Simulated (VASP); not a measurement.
# AlN in VASP: notebook

The runs below take AlN through single point, with PBE, r2SCAN.

All numbers are computed with VASP 6.6.1; they aren't measurements. Logs are shortened: lines on timing, memory, paths and dates and some standing lists are left out, and cuts for length are marked.

**1. The cell of the first run**

It takes space group P6_3/mmc (No. 194, hexagonal). Conventional cell: a = 2.811 Å, b = 2.811 Å, c = 4.803 Å, α = 90.00°, β = 90.00°, γ = 120.00°. Within 2.7 Å of Al (site symmetry -3m) lie 6 N at 2.02 Å and 2 Al at 2.40 Å. N (site symmetry -6m2) has 6 Al at 2.02 Å within 2.7 Å.

**2. Single point, PBE (strain -0.8%)**

File INCAR:

```
PREC = Accurate
ENCUT = 520
EDIFF = 1E-7
ISMEAR = -1
SIGMA = 0.02
LREAL = False
LASPH = True
NELM = 60
ALGO = Normal
ISIF = 2
LWAVE = False
LCHARG = True
GGA = PE
LELF = True
LVHAR = True
NBANDS = 16
```

File KPOINTS:

```
regular mesh
0
Gamma
  12 12 6
```

File POSCAR:

```
AlN
1.0
    2.8107568602      0.0000000000      0.0000000000
   -1.4053784301      2.4341868448      0.0000000000
    0.0000000000      0.0000000000      4.8032509557
Al N
2 2
Direct
    0.0000000000      0.0000000000      0.0000000000
    0.0000000000      0.0000000000      0.5000000000
    0.3333333333      0.6666666667      0.2500000000
    0.6666666667      0.3333333333      0.7500000000
```

Potentials or basis: VASP PAW PBE potentials, release 64 (Al, N).

Command:

```sh
cat potpaw_PBE.64/Al/POTCAR potpaw_PBE.64/N/POTCAR > POTCAR
mpirun -np 1 vasp_std > vasp.out
```

OUTCAR:

```text
PREC = Accurate
   ENCUT = 520
   EDIFF = 1E-7
   ISMEAR = -1
   LREAL = False
   LASPH = True
   NELM = 60
   ISIF = 2
   GGA = PE

 ion  position               nearest neighbor table
   1  0.000  0.000  0.000-   3 2.02   4 2.02   4 2.02   3 2.02   4 2.02   3 2.02   2 2.40   2 2.40

   2  0.000  0.000  0.500-   3 2.02   4 2.02   4 2.02   3 2.02   4 2.02   3 2.02   1 2.40   1 2.40

   3  0.333  0.667  0.250-   1 2.02   2 2.02   1 2.02   2 2.02   1 2.02   2 2.02
   4  0.667  0.333  0.750-   1 2.02   2 2.02   1 2.02   2 2.02   1 2.02   2 2.02

  LATTYP: Found a hexagonal cell.
 ALAT       =     2.8107568602
 C/A-ratio  =     1.7088816979

  Lattice vectors:

 A1 = (   2.8107568602,   0.0000000000,   0.0000000000)
 A2 = (  -1.4053784301,   2.4341868448,   0.0000000000)
 A3 = (   0.0000000000,   0.0000000000,   4.8032509557)

Analysis of symmetry for initial positions (statically):
=====================================================================
 Subroutine PRICEL returns:
 Original cell was already a primitive cell.

 Routine SETGRP: Setting up the symmetry group for a
 hexagonal supercell.

 Subroutine GETGRP returns: Found 24 space group operations
 (whereof 12 operations were pure point group operations)
 out of a pool of 24 trial point group operations.

The static configuration has the point symmetry D_3d.
 The point group associated with its full space group is D_6h.

Analysis of symmetry for dynamics (positions and initial velocities):
=====================================================================
 Subroutine PRICEL returns:
 Original cell was already a primitive cell.

 Routine SETGRP: Setting up the symmetry group for a
 hexagonal supercell.

 Subroutine GETGRP returns: Found 24 space group operations
 (whereof 12 operations were pure point group operations)
 out of a pool of 24 trial point group operations.

The dynamic configuration has the point symmetry D_3d.
 The point group associated with its full space group is D_6h.

 Subroutine INISYM returns: Found 24 space group operations
 (whereof 12 operations are pure point group operations),
 and found     1 'primitive' translations

----------------------------------------------------------------------------------------
[... 95 lines left out ...]
   ENCUT  =  520.0 eV  38.22 Ry    6.18 a.u.   5.23  5.23  8.93*2*pi/ulx,y,z
   NELM   =     60;   NELMIN=  2; NELMDL= -5     # of ELM steps
   EDIFF  = 0.1E-06   stopping-criterion for ELM
   LREAL  =      F    real-space projection
   EDIFFG = 0.1E-05   stopping-criterion for IOM
   NSW    =      0    number of steps for IOM
   IBRION =     -1    ionic relax: 0-MD 1-quasi-New 2-CG
   NFREE  =      0    steps in history (QN), initial steepest desc. (CG)
   ISIF   =      2    stress and relaxation
   ISYM   =      2    0-nonsym 1-usesym 2-fastsym
   POTIM  = 0.5000    time-step for ionic-motion
   TEBEG  =    0.0;   TEEND  =   0.0 temperature during run
   PSTRESS=    0.0 pullay stress
   NELECT =      16.0000    total number of electrons
   NUPDOWN=      -1.0000    fix difference up-down
   EMIN   =  10.00;   EMAX   =-10.00  energy-range for DOS
   EFERMI =   0.00;   METHOD = LEGACY
   ISMEAR =    -1;   SIGMA  =   0.02  broadening in eV -4-tet -1-fermi 0-gaus
   EFERMI_NEDOS =   21; number of points for ismear=-14 and -15
   IALGO  =     38    algorithm
   IMIX   =      4    mixing-type and parameters
     AMIX     =   0.40;   BMIX     =  1.00
     AMIX_MAG =   1.60;   BMIX_MAG =  1.00
  volume/ion in A,a.u.               =       8.22        55.44
  Fermi-wavevector in a.u.,A,eV,Ry     =   1.287886  2.433751 22.567299  1.658650
  Thomas-Fermi vector in A             =   2.419873
   LORBIT       =      0    0 simple, 1 ext, 2 COOP (PROOUT), +10 PAW based schemes
   GGA     = PE    functional components
   LHFCALC =     F    Hartree Fock is set to
   AEXX    =    0.0000 exact exchange contribution
   IVDW    =     0    specifies the selected vdW correction
   LEPSILON=     F    determine dielectric tensor
   LRPA    =     F    only Hartree local field effects (RPA)
 non-spin polarized calculation
  energy-cutoff  :      520.00
  volume of cell :       32.86
 maximum number of plane-waves:       904
 NGX is ok and might be reduce to    24
   NGX = 11   NGY = 11   NGZ = 17

 number of electron      15.9999998 magnetization

 Free energy of the ion-electron system (eV)
  ---------------------------------------------------
  ext. energy  EPLUGINS =         0.00000000
  ---------------------------------------------------
  free energy    TOTEN  =       -28.39660768 eV

  energy without entropy =      -28.39660768  energy(sigma->0) =      -28.39660768

 E-fermi :  10.5291     XC(G=0): -12.2875

 val. band max:       10.1074759007   @ k =   0.0000   0.0000   0.0000
 cond. band min:      15.1846415325   @ k =   0.5000  -0.0000   0.3333
 fundamental gap:      5.0771656318
 Fermi energy:        10.5291298227

 k-point     1 :       0.0000    0.0000    0.0000
  band No.  band energies     occupation
      1      -7.6193      2.00000
      2      -4.6104      2.00000
      3       1.3602      2.00000
      4       9.2145      2.00000
      5       9.2145      2.00000
      6       9.5399      2.00000
[... 433 lines left out ...]
      3       3.2290      2.00000
      4       4.4653      2.00000
      5       5.0613      2.00000
      6       7.9133      2.00000
[... 8 lines left out ...]
     15      22.5766      0.00000
     16      25.8605      0.00000

 [... further k-points ...]

------------------------ aborting loop because EDIFF is reached ----------------------------------------

  FORCE on cell =-STRESS in cart. coord.  units (eV):
  Direction    XX          YY          ZZ          XY          YZ          ZX
  --------------------------------------------------------------------------------------
  -------------------------------------------------------------------------------------
  Total        2.3917609      2.3917609      2.9141991      0.0000000      0.0000000      0.0000000
  in kB      116.6046521    116.6046521    142.0748909      0.0000000      0.0000000      0.0000000
  external PRESSURE =     125.0947317 kB  Pullay stress =       0.0000000 kB

 VOLUME and BASIS-vectors are now :
 -----------------------------------------------------------------------------
  energy-cutoff  :      520.00
  volume of cell :       32.86
      direct lattice vectors                 reciprocal lattice vectors
     2.810756860  0.000000000  0.000000000     0.355776060  0.205407404  0.000000000
    -1.405378430  2.434186845  0.000000000     0.000000000  0.410814807  0.000000000
     0.000000000  0.000000000  4.803250956     0.000000000  0.000000000  0.208192328

 POSITION                                       TOTAL-FORCE (eV/Angst)
 -----------------------------------------------------------------------------------
      0.00000      0.00000      0.00000         0.000000      0.000000     -0.000000
      0.00000      0.00000      2.40163         0.000000      0.000000     -0.000000
     -0.00000      1.62279      1.20081        -0.000000      0.000000     -0.000000
      1.40538      0.81140      3.60244         0.000000     -0.000000      0.000000
 -----------------------------------------------------------------------------------
    total drift:                               -0.000000      0.000000     -0.000000

  FREE ENERGIE OF THE ION-ELECTRON SYSTEM (eV)
  ---------------------------------------------------
  free  energy   TOTEN  =       -28.3966076773 eV

  energy  without entropy=      -28.3966076773  energy(sigma->0) =      -28.39660768
```

OSZICAR:

```text
N       E                     dE             d eps       ncg     rms          rms(c)
DAV:   1     0.384439926735E+02    0.38444E+02   -0.72032E+03  2464   0.883E+02
DAV:   2    -0.290501865144E+02   -0.67494E+02   -0.62774E+02  3480   0.195E+02
DAV:   3    -0.316824159839E+02   -0.26322E+01   -0.26264E+01  2984   0.384E+01
DAV:   4    -0.316954560778E+02   -0.13040E-01   -0.13039E-01  3064   0.301E+00
DAV:   5    -0.316956018564E+02   -0.14578E-03   -0.14578E-03  2968   0.320E-01    0.106E+01
DAV:   6    -0.284155086837E+02    0.32801E+01   -0.62259E+00  3096   0.194E+01    0.373E+00
DAV:   7    -0.284097840255E+02    0.57247E-02   -0.55733E-01  2784   0.546E+00    0.266E+00
DAV:   8    -0.284005657916E+02    0.92182E-02   -0.42929E-02  2696   0.183E+00    0.589E-01
DAV:   9    -0.283964491069E+02    0.41167E-02   -0.77647E-03  3200   0.739E-01    0.216E-01
DAV:  10    -0.283966881477E+02   -0.23904E-03   -0.14853E-03  2976   0.267E-01    0.129E-01
DAV:  11    -0.283966079699E+02    0.80178E-04   -0.17793E-04  2968   0.106E-01    0.226E-02
DAV:  12    -0.283966079270E+02    0.42908E-07   -0.85480E-06  3056   0.238E-02    0.413E-03
DAV:  13    -0.283966076939E+02    0.23310E-06   -0.57530E-07  3144   0.598E-03    0.323E-03
DAV:  14    -0.283966076773E+02    0.16617E-07   -0.71305E-08  1584   0.243E-03
   1 F= -.28396608E+02 E0= -.28396608E+02  d E =-.174084E-11
```

It took 64 s on 1 thread of Intel Xeon 8259CL, shared host; peak memory 0.17 GiB.

What came out:

```yaml
Free_energy: -28.3966 eV
Pressure: 12.5 GPa
Band_gap_on_the_k_mesh: 5.08 eV (least direct gap 5.52 eV)
```

Caveat: the cell differs from its parent crystal (strain -0.8%); the cell stands under pressure. A k mesh can miss the band edges.

**3. Single point, r2SCAN (strain -0.8%)**

POSCAR is that of step 2.

File INCAR.step1:

```
SYSTEM = AlN
ALGO = Normal
EDIFF = 1E-4
ENCUT = 520
GGA = PE
ISMEAR = 0
LASPH = .True.
LCHARG = .False.
LREAL = .False.
LWAVE = .True.
NBANDS = 16
NELM = 80
PREC = Accurate
SIGMA = 0.01
```

File INCAR.step2:

```
SYSTEM = AlN
ALGO = Normal
EDIFF = 1E-7
ENCUT = 520
ISIF = 2
ISMEAR = 0
ISTART = 1
LASPH = .True.
LCHARG = .True.
LELF = .True.
LMIXTAU = .True.
LREAL = .False.
LVHAR = .True.
LWAVE = .False.
METAGGA = R2SCAN
NBANDS = 16
NELM = 80
PREC = Accurate
SIGMA = 0.01
```

File KPOINTS:

```
k-points
0
Gamma
  12 12 6
  0 0 0
```

Potentials or basis: VASP PAW PBE potentials, release 64 (Al, N).

Command:

```sh
cat potpaw_PBE.64/Al/POTCAR potpaw_PBE.64/N/POTCAR > POTCAR
cp INCAR.step1 INCAR
mpirun -np 1 vasp_std > vasp.out
cp INCAR.step2 INCAR
mpirun -np 1 vasp_std > vasp.out
```

Run time: 3.9 min. Hardware: 1 thread of Intel Xeon 8259CL, shared host; peak memory 0.18 GiB.

Results (log left out):

- Free energy: -37.0943 eV
- Pressure: 5.7 GPa
- Band gap on the k mesh: 5.86 eV (least direct gap 6.31 eV)

Stress tensor (GPa, compression positive):
```
5.43 0.00 0.00
0.00 5.43 0.00
0.00 0.00 6.36
```

Levels at points of the mesh, in eV from the valence-band top:
```csv
k point,band 4,band 5,band 6,band 7,band 8,band 9,band 10,band 11,band 12,band 13
"(0.00, 0.00, 0.00)",-0.96,-0.96,-0.59,0.00,0.00,6.31,7.27,9.65,13.60,13.60
"(0.50, 0.00, 0.00)",-6.52,-5.28,-3.19,-2.71,-1.23,6.07,7.40,7.57,11.92,12.19
"(0.00, 0.00, 0.50)",-5.09,-0.50,-0.50,-0.50,-0.50,7.63,7.63,11.60,11.60,12.96
"(0.50, 0.00, 0.50)",-8.10,-2.85,-2.85,-2.05,-2.05,6.61,6.61,7.89,7.89,14.48
```

Caveat: the cell differs from its parent crystal (strain -0.8%); the cell stands under pressure; the PAW data sets were made with another functional, which shifts forces and pressure a little. A k mesh can miss the band edges.

**4. Single point, PBE (uniaxial x strain +5.5%)**

File INCAR:

```
SYSTEM = AlN
PREC     = Accurate       ! precision mode
ENCUT    = 520            ! plane-wave cutoff, eV
EDIFF    = 1E-6           ! SCF threshold, eV
ISMEAR   = -1             ! smearing method
SIGMA    = 0.02           ! smearing width, eV
LREAL    = .False.        ! projectors in reciprocal space
LASPH    = .True.         ! aspherical terms in the spheres
NELM     = 60             ! most SCF steps
ALGO     = Normal         ! electronic algorithm
ISIF     = 2              ! what is computed and relaxed
LWAVE    = .False.        ! write WAVECAR
LCHARG   = .False.        ! write CHGCAR
GGA      = PE             ! functional
NBANDS   = 16             ! bands
```

File KPOINTS:

```
Automatic mesh
0
Gamma
  12 12 6
  0 0 0
```

File POSCAR:

```
AlN
1.0
    2.9880934651      0.0000000000      0.0000000000
   -1.4940467325      2.4533227623      0.0000000000
    0.0000000000      0.0000000000      4.8410108402
Al N
2 2
Direct
    0.0000000000      0.0000000000      0.0000000000
    0.0000000000      0.0000000000      0.5000000000
    0.3287097085      0.6574194170      0.2500000000
    0.6712902915      0.3425805830      0.7500000000
```

Command:

```sh
cat potpaw_PBE.64/Al/POTCAR potpaw_PBE.64/N/POTCAR > POTCAR
mpirun -np 1 vasp_std > vasp.out
```

Wall time 2 min (1 thread of Intel Xeon 8259CL, shared host); peak memory 0.21 GiB.

The run converged. Its results:

| Item | Value |
| --- | --- |
| Free energy | -28.3414 eV |
| Pressure | -5.2 GPa |
| Largest force | 0.049 eV/Å |
| Band gap on the k mesh | 4.48 eV |

Forces on the atoms (eV/Å):
```
Al   0.000  0.000  0.000
Al   0.000  0.000  0.000
N    0.000  0.049  0.000
N    0.000 -0.049  0.000
```

Stress tensor (GPa, compression positive):
```
-20.96   0.00   0.00
  0.00  -2.41   0.00
  0.00   0.00   7.86
```

Levels at points of the mesh, in eV from the valence-band top:
```tsv
k point	band 6	band 7	band 8	band 9	band 10	band 11
(0.00, 0.00, 0.00)	-0.22	-0.11	0.00	4.48	5.60	9.14
(0.50, 0.00, 0.00)	-2.90	-2.29	-0.85	5.42	6.40	6.69
(0.00, 0.50, 0.00)	-2.96	-2.42	-1.27	4.56	5.63	6.06
(0.00, 0.00, 0.50)	-0.59	-0.35	-0.35	5.80	5.80	10.30
(0.50, 0.00, 0.50)	-2.30	-1.63	-1.63	5.50	5.50	7.24
(0.00, 0.50, 0.50)	-2.45	-2.22	-2.22	5.51	5.51	7.01
```

Caveat: the cell differs from its parent crystal (uniaxial x strain +5.5%); the cell stands under tension. A k mesh can miss the band edges.

**5. Single point, r2SCAN (uniaxial x strain +5.5%)**

POSCAR is that of step 4.

File INCAR.step1:

```
  PREC = Accurate
  ENCUT = 520
  ISMEAR = 0
  SIGMA = 0.01
  LREAL = False
  LASPH = True
  NELM = 100
  NBANDS = 16
  GGA = PE
  ALGO = Normal
  EDIFF = 1E-4
  LWAVE = True
  LCHARG = False
```

File INCAR.step2:

```
  PREC = Accurate
  ENCUT = 520
  EDIFF = 1E-6
  ISMEAR = 0
  SIGMA = 0.01
  LREAL = False
  LASPH = True
  NELM = 100
  ALGO = Normal
  ISIF = 2
  LWAVE = False
  LCHARG = False
  METAGGA = R2SCAN
  LMIXTAU = True
  NBANDS = 16
  ISTART = 1
```

File KPOINTS:

```
regular mesh
0
Gamma
  12 12 6
```

Command:

```sh
cat potpaw_PBE.64/Al/POTCAR potpaw_PBE.64/N/POTCAR > POTCAR
cp INCAR.step1 INCAR
mpirun -np 1 vasp_std > vasp.out
cp INCAR.step2 INCAR
mpirun -np 1 vasp_std > vasp.out
```

Run time: 6.8 min. Hardware: 1 thread of Intel Xeon 8259CL, shared host; peak memory 0.22 GiB.

The run converged. Its results:

```yaml
Free_energy: -36.9323 eV
Pressure: -11.7 GPa
Largest_force: 0.008 eV/Å
Band_gap_on_the_k_mesh: 5.19 eV (least direct gap 5.20 eV)
```

Forces on the atoms (eV/Å):
```
Al   0.000  0.000  0.000
Al   0.000  0.000  0.000
N    0.000  0.008  0.000
N    0.000 -0.008  0.000
```

Stress tensor (GPa, compression positive):
```
-27.87   0.00   0.00
  0.00  -8.36   0.00
  0.00   0.00   1.05
```

Levels at points of the mesh, in eV from the valence-band top:
| k point | band 6 | band 7 | band 8 | band 9 | band 10 | band 11 |
| --- | --- | --- | --- | --- | --- | --- |
| (0.00, 0.00, 0.00) | -0.24 | -0.12 | 0.00 | 5.20 | 6.25 | 9.76 |
| (0.50, 0.00, 0.00) | -2.94 | -2.37 | -0.92 | 6.08 | 7.24 | 7.43 |
| (0.00, 0.50, 0.00) | -3.07 | -2.47 | -1.36 | 5.19 | 6.31 | 6.93 |
| (0.00, 0.00, 0.50) | -0.63 | -0.39 | -0.39 | 6.47 | 6.47 | 11.26 |
| (0.50, 0.00, 0.50) | -2.41 | -1.71 | -1.71 | 6.28 | 6.28 | 7.92 |
| (0.00, 0.50, 0.50) | -2.55 | -2.32 | -2.32 | 6.25 | 6.25 | 7.72 |

Caveat: the cell differs from its parent crystal (uniaxial x strain +5.5%); the cell stands under tension; the PAW data sets were made with another functional, which shifts forces and pressure a little. A k mesh can miss the band edges.

**6. Summary**

| level | cell | smearing | gap on the mesh (eV) | pressure (GPa) | largest force (eV/Å) |
| --- | --- | --- | --- | --- | --- |
| PBE | a = 2.811, b = 2.811, c = 4.803 Å, angles 90.0, 90.0, 120.0°, 4 atoms, strain -0.8% | fermi-dirac 0.02 eV | 5.08 | 12.5 | - |
| r2SCAN | a = 2.811, b = 2.811, c = 4.803 Å, angles 90.0, 90.0, 120.0°, 4 atoms, strain -0.8% | gaussian 0.01 eV | 5.86 | 5.7 | - |
| PBE | a = 2.988, b = 2.872, c = 4.841 Å, angles 90.0, 90.0, 121.3°, 4 atoms, uniaxial x strain +5.5% | fermi-dirac 0.02 eV | 4.48 | -5.2 | 0.05 |
| r2SCAN | a = 2.988, b = 2.872, c = 4.841 Å, angles 90.0, 90.0, 121.3°, 4 atoms, uniaxial x strain +5.5% | gaussian 0.01 eV | 5.19 | -11.7 | 0.01 |

Alike in all rows: task single point; potentials or basis VASP PAW PBE potentials, release 64 (Al, N); no spin polarisation; k mesh 12 × 12 × 6; cutoff (eV) 520.

Caveats: the cell stands under pressure (at least some runs); the PAW data sets were made with another functional, which shifts forces and pressure a little (at least some runs); the cell stands under tension (at least some runs).

Total energies depend on the potentials used, so only differences within one code and one set of settings carry meaning.
